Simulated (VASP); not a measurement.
A run of VASP 6.6.1 is set up as follows.

File INCAR:

```
SYSTEM = Co
PREC = Accurate
ENCUT = 520
EDIFF = 1E-7
ISMEAR = 0
SIGMA = 0.05
LREAL = .False.
LASPH = .True.
NELM = 150
ALGO = Fast
ISIF = 2
LWAVE = .False.
LCHARG = .False.
ISPIN = 2
MAGMOM = 1.5
LORBIT = 11
LMAXMIX = 4
GGA = PE
NBANDS = 14
```

Contents of KPOINTS:

```
regular mesh
0
Gamma
  20 20 20
  0 0 0
```

The input POSCAR:

```
Co
1.0
    0.0000000000      1.7708472648      1.7708472648
    1.7708472648      0.0000000000      1.7708472648
    1.7708472648      1.7708472648      0.0000000000
Co
1
Direct
    0.0000000000      0.0000000000      0.0000000000
```

Potentials or basis: VASP PAW PBE potentials, release 64 (Co).

The run is started by

```console
$ cat potpaw_PBE.64/Co/POTCAR > POTCAR
$ mpirun -np 1 vasp_std > vasp.out
```

Task: What does it give for the pressure?

Result: -4.5 GPa.

Task: Estimate the site moments.

Result: Co +1.67 μB.

Caveat: the cell stands under tension.
